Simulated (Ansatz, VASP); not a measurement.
**TePt2: VASP beside Ansatz**

The input INCAR:

```
SYSTEM = TePt2
ALGO = Fast
EDIFF = 1E-7
EDIFFG = -0.08
ENCUT = 600
GGA = PE
IBRION = 2
ISIF = 3
ISMEAR = 0
LASPH = .TRUE.
LCHARG = .FALSE.
LREAL = .FALSE.
LWAVE = .FALSE.
NELM = 100
NSW = 36
PREC = Accurate
SIGMA = 0.2
```

File KPOINTS:

```
k-points
0
G
  4 4 4
  0 0 0
```

Contents of POSCAR:

```
TePt2
1.0
   -3.1913852900      3.1913852900      2.8084767000
    3.1913852900     -3.1913852900      2.8084767000
    3.1913852900      3.1913852900     -2.8084767000
Te Pt
2 4
Direct
    0.2500000000      0.2500000000      0.0000000000
    0.7500000000      0.7500000000      0.0000000000
    0.6579999900      0.1579999900      0.8159999800
    0.1579999900      0.3420000100      0.5000000000
    0.3420000100      0.8420000100      0.1840000200
    0.8420000100      0.6579999900      0.5000000000
```

Input for Ansatz:

```yaml
crystal:
  lattice:
    - [-3.19138529, 3.19138529, 2.8084767]
    - [3.19138529, -3.19138529, 2.8084767]
    - [3.19138529, 3.19138529, -2.8084767]
  atoms:
    - { symbol: Te, position: [0.25, 0.25, 0.0] }
    - { symbol: Te, position: [0.75, 0.75, 0.0] }
    - { symbol: Pt, position: [0.65799999, 0.15799999, 0.81599998] }
    - { symbol: Pt, position: [0.15799999, 0.34200001, 0.5] }
    - { symbol: Pt, position: [0.34200001, 0.84200001, 0.18400002] }
    - { symbol: Pt, position: [0.84200001, 0.65799999, 0.5] }
basis:
  ecutwfc: 420
kpoints:
  mp_grid: { grid: [4, 4, 4] }
hamiltonian:
  xc: pbe
scf:
  occupations: { method: gaussian, width: 0.2 }
  lower_state_search: "off"
output:
  forces: true
  stress: true
  eigenvalues: true
relax:
  adjacent_minimum: "off"
  f_tol: 0.08
  max_steps: 16
  cell: { stress_tol: 0.8 }
```

Change from the starting cell: species swapped into the RhPb2 type (I4/mcm, No. 140).

Alike in both runs: task relaxation of cell and atoms; functional PBE; k mesh 4 × 4 × 4; occupations gaussian, width 0.2 eV; no spin polarisation.

|  | VASP | Ansatz |
| --- | --- | --- |
| version | VASP 6.6.1 | Ansatz 0.2.0 |
| potentials or method | VASP PAW PBE potentials, release 64 (Te, Pt), cutoff 600 eV | scalar-relativistic, plane waves, PAW |
| valence electrons in the cell | 52 | 104 |

|  | VASP | Ansatz | Ansatz less VASP |
| --- | --- | --- | --- |
| gap on the k mesh at the Fermi level, each at its own relaxed structure (eV) | none | none | - |
| relaxed volume (Å³/atom) | 19.90 | 19.92 | +0.017 |
| relaxed cell length with the largest relative difference (Å) | 5.582 | 5.558 | -0.0242 |

A gap of «none» marks a metal or a gap that the smearing closes. VASP's potentials hold 52 valence electrons a cell and Ansatz's 104, so a difference there can come from the potentials and not from the codes.

The k mesh is coarse, so the values compare programs but aren't converged. Spin-orbit coupling is off throughout.
